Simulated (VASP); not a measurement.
# C (Im-3m) in VASP: a series of runs, part 2 of 2

VASP 6.6.1.

### Step 3. Single point, LDA

The input, INCAR:

```
PREC     = Accurate       # precision mode
ENCUT    = 520            # plane-wave cutoff, eV
EDIFF    = 1E-6           # SCF threshold, eV
ISMEAR   = 0              # smearing method
SIGMA    = 0.05           # smearing width, eV
LREAL    = F              # projectors in reciprocal space
LASPH    = T              # aspherical terms in the spheres
NELM     = 60             # most SCF steps
ALGO     = Normal         # electronic algorithm
ISIF     = 2              # what is computed and relaxed
LWAVE    = F              # write WAVECAR
LCHARG   = F              # write CHGCAR
NBANDS   = 26             # bands
```

The input, KPOINTS:

```
Automatic mesh
0
Gamma
  8 8 8
```

The input, POSCAR:

```
C
1.0
   -2.4103983070      2.4103983070      2.4103983070
    2.4103983070     -2.4103983070      2.4103983070
    2.4103983070      2.4103983070     -2.4103983070
C
8
Direct
    0.3254710870      0.0000000000      0.0000000000
    0.6745289130      0.6745289130      0.6745289130
    0.0000000000      0.3254710870      0.0000000000
    0.0000000000      0.0000000000      0.3254710870
    0.0000000000      0.6745289130      0.0000000000
    0.3254710870      0.3254710870      0.3254710870
    0.6745289130      0.0000000000      0.0000000000
    0.0000000000      0.0000000000      0.6745289130
```

Potentials or basis: VASP PAW LDA potentials, release 64 (C).

The run is started by

```
$ cat potpaw_LDA.64/C/POTCAR > POTCAR
$ mpirun -np 1 vasp_std > vasp.out
```

OUTCAR:

```text
PREC = Accurate
   ENCUT = 520
   EDIFF = 1E-6
   ISMEAR = 0
   LREAL = F
   LASPH = T
   NELM = 60
   ISIF = 2

 ion  position               nearest neighbor table
   1  0.325  0.000  0.000-   7 1.46   6 1.57   5 1.57   8 1.57
   2  0.675  0.675  0.675-   6 1.46   5 1.57   7 1.57   8 1.57
   3  0.000  0.325  0.000-   5 1.46   6 1.57   7 1.57   8 1.57
   4  0.000  0.000  0.325-   8 1.46   6 1.57   7 1.57   5 1.57
   5  0.000  0.675  0.000-   3 1.46   2 1.57   1 1.57   4 1.57
   6  0.325  0.325  0.325-   2 1.46   1 1.57   3 1.57   4 1.57
   7  0.675  0.000  0.000-   1 1.46   2 1.57   3 1.57   4 1.57
   8  0.000  0.000  0.675-   4 1.46   2 1.57   3 1.57   1 1.57

  LATTYP: Found a body centered cubic cell.
 ALAT       =     4.8207966140

  Lattice vectors:

 A1 = (  -2.4103983070,   2.4103983070,   2.4103983070)
 A2 = (   2.4103983070,  -2.4103983070,   2.4103983070)
 A3 = (   2.4103983070,   2.4103983070,  -2.4103983070)

Analysis of symmetry for initial positions (statically):
=====================================================================
 Subroutine PRICEL returns:
 Original cell was already a primitive cell.

 Routine SETGRP: Setting up the symmetry group for a
 body centered cubic supercell.

 Subroutine GETGRP returns: Found 48 space group operations
 (whereof 48 operations were pure point group operations)
 out of a pool of 48 trial point group operations.

The static configuration has the point symmetry O_h .

Analysis of symmetry for dynamics (positions and initial velocities):
=====================================================================
 Subroutine PRICEL returns:
 Original cell was already a primitive cell.

 Routine SETGRP: Setting up the symmetry group for a
 body centered cubic supercell.

 Subroutine GETGRP returns: Found 48 space group operations
 (whereof 48 operations were pure point group operations)
 out of a pool of 48 trial point group operations.

The dynamic configuration has the point symmetry O_h .

 Subroutine INISYM returns: Found 48 space group operations
 (whereof 48 operations are pure point group operations),
 and found     1 'primitive' translations

----------------------------------------------------------------------------------------

                                     Primitive cell

  volume of cell :      56.0178

  direct lattice vectors                    reciprocal lattice vectors
    -2.410398307  2.410398307  2.410398307     0.000000000  0.207434596  0.207434596
     2.410398307 -2.410398307  2.410398307     0.207434596  0.000000000  0.207434596
     2.410398307  2.410398307 -2.410398307     0.207434596  0.207434596  0.000000000

  length of vectors
     4.174932334  4.174932334  4.174932334     0.293356820  0.293356820  0.293356820

  position of ions in fractional coordinates (direct lattice)
     0.325471087  0.000000000  0.000000000
     0.674528913  0.674528913  0.674528913
     0.000000000  0.325471087  0.000000000
     0.000000000  0.000000000  0.325471087
     0.000000000  0.674528913  0.000000000
     0.325471087  0.325471087  0.325471087
     0.674528913  0.000000000  0.000000000
[... 34 lines left out ...]
 Subroutine IBZKPT returns following result:
 ===========================================

 Found     29 irreducible k-points:

 Following reciprocal coordinates:
            Coordinates               Weight
  0.000000  0.000000  0.000000      1.000000
  0.125000  0.000000  0.000000     12.000000
  0.250000  0.000000  0.000000     12.000000
  0.375000  0.000000  0.000000     12.000000
  0.500000  0.000000  0.000000      6.000000
  0.125000  0.125000  0.000000     24.000000
[... 16 lines left out ...]
 -0.250000  0.250000  0.250000      6.000000
 -0.375000  0.375000  0.250000     24.000000
 [... further k-points ...]
   k-points           NKPTS =     29   k-points in BZ     NKDIM =     29   number of bands    NBANDS=     26
   number of dos      NEDOS =    301   number of ions     NIONS =      8
   total plane-waves  NPLWV =  32768
   dimension x,y,z NGX =    32 NGY =   32 NGZ =   32
   dimension x,y,z NGXF=    64 NGYF=   64 NGZF=   64
   ions per type =               8
   NGX,Y,Z   is equivalent  to a cutoff of  12.74, 12.74, 12.74 a.u.
   NGXF,Y,Z  is equivalent  to a cutoff of  25.48, 25.48, 25.48 a.u.
 SYSTEM =  unknown system
   PREC   = accura    normal or accurate (medium, high low for compatibility)
   ISTART =      0    job   : 0-new  1-cont  2-samecut
   ICHARG =      2    charge: 1-file 2-atom 10-const
   ISPIN  =      1    spin polarized calculation?
   LNONCOLLINEAR =      F non collinear calculations
   LSORBIT =      F    spin-orbit coupling
   LASPH  =      T    aspherical Exc in radial PAW
   ENCUT  =  520.0 eV  38.22 Ry    6.18 a.u.   7.76  7.76  7.76*2*pi/ulx,y,z
   NELM   =     60;   NELMIN=  2; NELMDL= -5     # of ELM steps
   EDIFF  = 0.1E-05   stopping-criterion for ELM
   LREAL  =      F    real-space projection
   EDIFFG = 0.1E-04   stopping-criterion for IOM
   NSW    =      0    number of steps for IOM
   IBRION =     -1    ionic relax: 0-MD 1-quasi-New 2-CG
   NFREE  =      0    steps in history (QN), initial steepest desc. (CG)
   ISIF   =      2    stress and relaxation
   ISYM   =      2    0-nonsym 1-usesym 2-fastsym
   POTIM  = 0.5000    time-step for ionic-motion
   TEBEG  =    0.0;   TEEND  =   0.0 temperature during run
   PSTRESS=    0.0 pullay stress
   NELECT =      32.0000    total number of electrons
   NUPDOWN=      -1.0000    fix difference up-down
   EMIN   =  10.00;   EMAX   =-10.00  energy-range for DOS
   EFERMI =   0.00;   METHOD = LEGACY
   ISMEAR =     0;   SIGMA  =   0.05  broadening in eV -4-tet -1-fermi 0-gaus
   EFERMI_NEDOS =   21; number of points for ismear=-14 and -15
   IALGO  =     38    algorithm
   IMIX   =      4    mixing-type and parameters
     AMIX     =   0.40;   BMIX     =  1.00
     AMIX_MAG =   1.60;   BMIX_MAG =  1.00
  volume/ion in A,a.u.               =       7.00        47.25
  Fermi-wavevector in a.u.,A,eV,Ry     =   1.358364  2.566935 25.104810  1.845151
  Thomas-Fermi vector in A             =   2.485203
   LORBIT       =      0    0 simple, 1 ext, 2 COOP (PROOUT), +10 PAW based schemes
   GGA     = CA    functional components
   LHFCALC =     F    Hartree Fock is set to
   AEXX    =    0.0000 exact exchange contribution
   IVDW    =     0    specifies the selected vdW correction
   LEPSILON=     F    determine dielectric tensor
   LRPA    =     F    only Hartree local field effects (RPA)
 non-spin polarized calculation
 Gauss-broadening in eV      SIGMA  =   0.05
  energy-cutoff  :      520.00
  volume of cell :       56.02
 maximum number of plane-waves:      1526
   NGX = 15   NGY = 15   NGZ = 15

 number of electron      32.0000005 magnetization

 Free energy of the ion-electron system (eV)
  ---------------------------------------------------
  ext. energy  EPLUGINS =         0.00000000
  ---------------------------------------------------
  free energy    TOTEN  =       -75.27820314 eV

  energy without entropy =      -75.27820314  energy(sigma->0) =      -75.27820314

 E-fermi :   7.1701     XC(G=0): -12.0130

 val. band max:        6.8738234000   @ k =   0.5000   0.5000   0.5000
 cond. band min:       9.9025841509   @ k =   0.1250   0.1250   0.1250
 fundamental gap:      3.0287607508
 Fermi energy:         7.1700991552

 k-point     1 :       0.0000    0.0000    0.0000
  band No.  band energies     occupation
      1     -14.1400      2.00000
      2      -5.9234      2.00000
      3      -5.9234      2.00000
      4      -5.9234      2.00000
      5      -4.8698      2.00000
      6      -4.8698      2.00000
[... 685 lines left out ...]
     25      17.0176      0.00000
     26      17.7856      0.00000

 [... further k-points ...]
[... 5 lines left out ...]
  --------------------------------------------------------------------------------------
  -------------------------------------------------------------------------------------
  Total        0.3765904      0.3765904      0.3765904      0.0000000      0.0000000      0.0000000
  in kB       10.7709334     10.7709334     10.7709334      0.0000000      0.0000000      0.0000000
  external PRESSURE =      10.7709334 kB  Pullay stress =       0.0000000 kB

 VOLUME and BASIS-vectors are now :
 -----------------------------------------------------------------------------
  energy-cutoff  :      520.00
  volume of cell :       56.02
      direct lattice vectors                 reciprocal lattice vectors
    -2.410398307  2.410398307  2.410398307     0.000000000  0.207434596  0.207434596
     2.410398307 -2.410398307  2.410398307     0.207434596  0.000000000  0.207434596
     2.410398307  2.410398307 -2.410398307     0.207434596  0.207434596  0.000000000

 POSITION                                       TOTAL-FORCE (eV/Angst)
 -----------------------------------------------------------------------------------
     -0.78451      0.78451      0.78451        -0.028568      0.028568      0.028568
      1.62588      1.62588      1.62588        -0.028568     -0.028568     -0.028568
      0.78451     -0.78451      0.78451         0.028568     -0.028568      0.028568
      0.78451      0.78451     -0.78451         0.028568      0.028568     -0.028568
      1.62588     -1.62588      1.62588        -0.028568      0.028568     -0.028568
      0.78451      0.78451      0.78451         0.028568      0.028568      0.028568
     -1.62588      1.62588      1.62588         0.028568     -0.028568     -0.028568
      1.62588      1.62588     -1.62588        -0.028568     -0.028568      0.028568
 -----------------------------------------------------------------------------------
    total drift:                               -0.000000      0.000000      0.000000

  FREE ENERGIE OF THE ION-ELECTRON SYSTEM (eV)
  ---------------------------------------------------
  free  energy   TOTEN  =       -75.2782031419 eV

  energy  without entropy=      -75.2782031419  energy(sigma->0) =      -75.27820314
```

Run time: 36 s. Hardware: 1 thread of Intel Xeon Platinum 8259CL at 2.50GHz (Skylake/Cascade Lake), shared host; peak memory 0.16 GiB.

What came out:

- Free energy: -75.2782 eV
- Pressure: 1.1 GPa
- Largest force: 0.049 eV/Å
- Band gap on the k mesh: 3.03 eV, indirect (least direct gap 3.82 eV)

Forces on the atoms (eV/Å):
```
C   -0.029  0.029  0.029
C   -0.029 -0.029 -0.029
C    0.029 -0.029  0.029
C    0.029  0.029 -0.029
C   -0.029  0.029 -0.029
C    0.029  0.029  0.029
C    0.029 -0.029 -0.029
C   -0.029 -0.029  0.029
```

### Step 4. Relaxation of cell and atoms, LDA

This run uses another cell than the first one, of 7.10 Å³/atom, 1.014 times its volume.

The input, INCAR:

```
PREC = Accurate
ENCUT = 600
EDIFF = 1E-6
ISMEAR = 0
SIGMA = 0.02
LREAL = F
LASPH = T
NELM = 100
ALGO = Normal
ISIF = 3
LWAVE = F
LCHARG = F
GGA = CA
IBRION = 2
NSW = 100
EDIFFG = -0.005
```

The input, KPOINTS:

```
regular mesh
0
Gamma
  8 8 8
```

The input, POSCAR:

```
C
1.0
   -2.4217198476      2.4217198476      2.4217198476
    2.4217198476     -2.4217198476      2.4217198476
    2.4217198476      2.4217198476     -2.4217198476
C
8
Direct
    0.3253069600      0.0000000000      0.0000000000
    0.6746930400      0.6746930400      0.6746930400
    0.0000000000      0.3253069600      0.0000000000
    0.0000000000      0.0000000000      0.3253069600
    0.0000000000      0.6746930400      0.0000000000
    0.3253069600      0.3253069600      0.3253069600
    0.6746930400      0.0000000000      0.0000000000
    0.0000000000      0.0000000000      0.6746930400
```

The run is started by

```
$ cat potpaw_LDA.64/C/POTCAR > POTCAR
$ mpirun -np 1 vasp_std > vasp.out
```

It took 2.1 min on 1 thread of Intel Xeon Platinum 8259CL at 2.50GHz (Skylake/Cascade Lake), shared host; peak memory 0.17 GiB.

The run converged. Its results:

```
Free energy                            : -75.3016 eV
Relaxed volume                         : 7.01 Å³/atom
Relaxed cell                           : a = 4.177 Å, b = 4.177 Å, c = 4.177 Å, α = 109.47°, β = 109.47°, γ = 109.47°
Space group after relaxing (to 0.05 Å) : Im-3m (No. 229)
Energy gained by relaxing              : 1.2 meV/atom
Ionic steps                            : 6
Pressure after relaxing                : 0.1 GPa
Band gap on the k mesh                 : 3.02 eV, indirect (least direct gap 3.83 eV)
```

The path:
| step | energy change (eV) | largest force (eV/Å) | pressure (GPa) | volume (Å³) |
| --- | --- | --- | --- | --- |
| 1 | 0.0000 | 0.0319 | -4.07 | 56.81 |
| 2 | 0.0016 | 0.0237 | 4.68 | 55.34 |
| 3 | -0.0093 | 0.0302 | 0.02 | 56.10 |
| 4 | -0.0093 | 0.0298 | 0.11 | 56.08 |
| 5 | -0.0089 | 0.0955 | -0.04 | 56.09 |
| 6 | -0.0093 | 0.0006 | 0.07 | 56.08 |

Final structure:
```
C
1.0
    -2.41136    2.41136    2.41136
     2.41136   -2.41136    2.41136
     2.41136    2.41136   -2.41136
C
8
Cartesian
  1.6263 3.1964 -1.6263
  1.6263 1.6263 1.6263
  0.7850 -0.7850 0.7850
  0.7850 0.7850 -0.7850
  1.6263 -1.6263 1.6263
  0.7850 0.7850 0.7850
  -1.6263 1.6263 1.6263
  1.6263 1.6263 -1.6263
```

Levels at points of the mesh, in eV from the valence-band top:
| k point | band 13 | band 14 | band 15 | band 16 | band 17 | band 18 | band 19 | band 20 |
| --- | --- | --- | --- | --- | --- | --- | --- | --- |
| (0.00, 0.00, 0.00) | -5.34 | -0.34 | -0.34 | -0.34 | 4.08 | 4.08 | 4.08 | 7.84 |
| (0.50, 0.00, 0.00) | -3.16 | -3.09 | -2.37 | -2.18 | 3.87 | 5.49 | 5.81 | 6.40 |
| (0.50, 0.50, 0.50) | -6.11 | 0.00 | 0.00 | 0.00 | 3.83 | 5.86 | 5.86 | 5.86 |

A k mesh can miss the band edges. LDA gaps usually lie below the measured ones, often by a third to a half.

### Step 5. Single point, LDA

The input, INCAR:

```
PREC     = Accurate       # precision mode
ENCUT    = 520            # plane-wave cutoff, eV
EDIFF    = 1E-6           # SCF threshold, eV
ISMEAR   = 0              # smearing method
SIGMA    = 0.05           # smearing width, eV
LREAL    = False          # projectors in reciprocal space
LASPH    = True           # aspherical terms in the spheres
NELM     = 60             # most SCF steps
ALGO     = Normal         # electronic algorithm
ISIF     = 2              # what is computed and relaxed
LWAVE    = False          # write WAVECAR
LCHARG   = False          # write CHGCAR
NBANDS   = 26             # bands
```

The input, KPOINTS:

```
Automatic mesh
0
Gamma
  6 6 6
```

The input, POSCAR:

```
C
1.0
   -2.4103983044      2.4103983044      2.4103983044
    2.4103983044     -2.4103983044      2.4103983044
    2.4103983044      2.4103983044     -2.4103983044
C
8
Direct
    0.3254710843      0.0000000000      0.0000000000
    0.6745289157      0.6745289157      0.6745289157
    0.0000000000      0.3254710843      0.0000000000
    0.0000000000      0.0000000000      0.3254710843
    0.0000000000      0.6745289157      0.0000000000
    0.3254710843      0.3254710843      0.3254710843
    0.6745289157      0.0000000000      0.0000000000
    0.0000000000      0.0000000000      0.6745289157
```

The run is started by

```
$ cat potpaw_LDA.64/C/POTCAR > POTCAR
$ mpirun -np 1 vasp_std > vasp.out
```

Wall time 40 s (1 thread of AMD EPYC 7R13, shared host); peak memory 0.12 GiB.

The run converged. Its results:

* Free energy: -75.2782 eV
* Pressure: 1.1 GPa
* Largest force: 0.050 eV/Å
* Band gap on the k mesh: 2.90 eV, indirect (least direct gap 3.82 eV)

Forces in eV/Å, atoms in the order of the input:
```
C   -0.029  0.029  0.029
C   -0.029 -0.029 -0.029
C    0.029 -0.029  0.029
C    0.029  0.029 -0.029
C   -0.029  0.029 -0.029
C    0.029  0.029  0.029
C    0.029 -0.029 -0.029
C   -0.029 -0.029  0.029
```

Levels at points of the mesh, in eV from the valence-band top:
```tsv
k point	band 14	band 15	band 16	band 17	band 18	band 19
(0.00, 0.00, 0.00)	-0.33	-0.33	-0.33	4.09	4.09	4.09
(0.50, 0.00, 0.00)	-3.09	-2.36	-2.17	3.87	5.51	5.82
(0.50, 0.50, 0.50)	0.00	0.00	0.00	3.82	5.88	5.88
```

A k mesh can miss the band edges. LDA gaps usually lie below the measured ones, often by a third to a half.

### Step 6. Overview

```tsv
task	cell	k mesh	cutoff (eV)	smearing	gap on the mesh (eV)	pressure (GPa)	largest force (eV/Å)
single point	a = 4.175 Å, angles 109.5°, 8 atoms	8 × 8 × 8	520	gaussian 0.02 eV	3.03	1.1	0.05
single point	a = 4.175 Å, angles 109.5°, 8 atoms	8 × 8 × 8	520	gaussian 0.05 eV	3.03	1.1	0.05
relaxation of cell and atoms	relaxed from a = 4.195 Å, angles 109.5°, 8 atoms	8 × 8 × 8	600	gaussian 0.02 eV	3.02	0.1	-
single point	a = 4.175 Å, angles 109.5°, 8 atoms	6 × 6 × 6	520	gaussian 0.05 eV	2.90	1.1	0.05
```

Alike in all rows: level LDA; potentials or basis VASP PAW LDA potentials, release 64 (C); no spin polarisation.

On the cell as given the gap runs from 2.90 eV (LDA) to 3.03 eV (LDA); the meshes differ, which moves gaps too.

Total energies depend on the potentials used, so only differences within one code and one set of settings carry meaning.
